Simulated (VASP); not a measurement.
Input of a VASP 6.6.1 run:

INCAR

```
SYSTEM = BaS
PREC = Accurate
ENCUT = 520
EDIFF = 1E-6
ISMEAR = -1
SIGMA = 0.01
LREAL = .FALSE.
LASPH = .TRUE.
NELM = 60
ALGO = Normal
ISIF = 2
LWAVE = .FALSE.
LCHARG = .TRUE.
LELF = .TRUE.
LVHAR = .TRUE.
NBANDS = 15
```

The input KPOINTS:

```
Automatic mesh
0
G
  7 7 7
  0 0 0
```

The input POSCAR:

```
BaS
1.0
    0.0000000000      3.1723147904      3.1723147904
    3.1723147904      0.0000000000      3.1723147904
    3.1723147904      3.1723147904      0.0000000000
Ba S
1 1
Direct
    0.0000000000      0.0000000000      0.0000000000
    0.5000000000      0.5000000000      0.5000000000
```

Potentials or basis: VASP PAW LDA potentials, release 64 (Ba_sv, S).

Command:

```sh
$ cat potpaw_LDA.64/Ba_sv/POTCAR potpaw_LDA.64/S/POTCAR > POTCAR
$ mpirun -np 1 vasp_std > vasp.out
```

**Question.** What does it give for the pressure?

**Answer.** -1.0 GPa.

**Question.** Predict the band gap on the k mesh.

**Answer.** 1.93 eV (least direct gap 2.07 eV).

Caveat: spin-orbit coupling is left out, which moves the levels of the heavy elements; an odd mesh through Γ misses points on the zone boundary, where band edges can lie.
